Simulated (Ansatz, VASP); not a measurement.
## KBr: VASP beside Ansatz

POSCAR

```
KBr
1.0
    3.9914318025      0.0000000000      0.0000000000
    0.0000000000      3.9914318025      0.0000000000
    0.0000000000      0.0000000000      3.9914318025
K Br
1 1
Direct
    0.0000000000      0.0000000000      0.0000000000
    0.5000000000      0.5000000000      0.5000000000
```

Contents of INCAR.step1:

```
PREC = Accurate ; ENCUT = 400
EDIFF = 1E-5 ; ISMEAR = 0
SIGMA = 0.01 ; LREAL = False
LASPH = True ; NELM = 120
ALGO = Normal ; ISIF = 2
LWAVE = True ; LCHARG = False
GGA = PE ; NBANDS = 15
GGA_COMPAT = False
```

INCAR.step2

```
PREC = Accurate ; ENCUT = 400
EDIFF = 1E-6 ; ISMEAR = 0
SIGMA = 0.01 ; LREAL = False
LASPH = True ; NELM = 120
ALGO = Normal ; ISIF = 2
LWAVE = False ; LCHARG = False
GGA = PE ; LHFCALC = True
HFSCREEN = 0.2079 ; PRECFOCK = Normal
ISTART = 1 ; NBANDS = 15
GGA_COMPAT = False
```

Contents of KPOINTS:

```
regular mesh
0
Gamma
  4 4 4
```

Input for Ansatz:

```yaml
crystal:
  lattice:
    - [3.9914318025, 0.0, 0.0]
    - [0.0, 3.9914318025, 0.0]
    - [0.0, 0.0, 3.9914318025]
  atoms:
    - { symbol: K, position: [0.0, 0.0, 0.0] }
    - { symbol: Br, position: [0.5, 0.5, 0.5] }
kpoints:
  mp_grid: { grid: [4, 4, 4] }
  band_path:
    path:
      - [0.0, 0.0, 0.0]
      - [0.0, 0.5, 0.0]
      - [0.5, 0.5, 0.0]
      - [0.5, 0.5, 0.5]
      - [0.0, 0.5, 0.5]
    npoints: 1
hamiltonian:
  xc: hse06
scf:
  occupations: { method: fixed }
  n_extra_bands: 4
output:
  forces: true
  stress: true
  eigenvalues: true
  write_density: true
  write_potential: true
  elf: true
  volumetric_format: npy
```

Change from the starting cell: hydrostatic strain +0.4%.

Alike in both runs: task single point; functional HSE06; k mesh 4 × 4 × 4; no spin polarisation.

```csv
,VASP,Ansatz
version,VASP 6.6.1,Ansatz 0.2.0
potentials or method,"VASP PAW PBE potentials, release 64 (K_sv, Br)","plane waves, PAW"
plane-wave cutoff (eV),400,420
occupations,"gaussian, width 0.01 eV",fixed
valence electrons in the cell,16,16
```

```tsv
	VASP	Ansatz	Ansatz less VASP
gap on the k mesh at the Fermi level (eV)	5.15	5.15	+0.003
pressure (GPa)	0.3	0.3	-0.01
```

Ansatz's warnings: stress exchange threshold loose, stress scf threshold loose.
